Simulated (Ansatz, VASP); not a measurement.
**Na: VASP beside Ansatz**

```
Na
1.0
    -2.04203    2.04203    2.04203
     2.04203   -2.04203    2.04203
     2.04203    2.04203   -2.04203
Na
1
Direct
  0.00000 0.00000 0.00000
```

Alike in both runs: task single point; functional PBEsol; k mesh 14 × 14 × 14; occupations gaussian, width 0.1 eV; no spin polarisation.

|  | VASP | Ansatz |
| --- | --- | --- |
| version | VASP 6.6.1 | Ansatz 0.2.0 |
| potentials or method | VASP PAW PBE potentials, release 64 (Na_pv), cutoff 520 eV | scalar-relativistic, plane waves, PAW |
| valence electrons in the cell | 7 | 9 |

Ansatz gave:

```
gap on the k mesh at the Fermi level (eV) : none
pressure (GPa)                            : 0.6
```

Q: What did VASP give for the same quantities?

A: gap on the k mesh at the Fermi level (eV): none; pressure (GPa): 0.5.

VASP's potentials were made for PBE, not for PBEsol. A gap of «none» marks a metal or a gap that the smearing closes. With one functional, cell and mesh, what is left measures potentials, basis and numerics. VASP's potentials hold 7 valence electrons a cell and Ansatz's 9, so a difference there can come from the potentials and not from the codes.
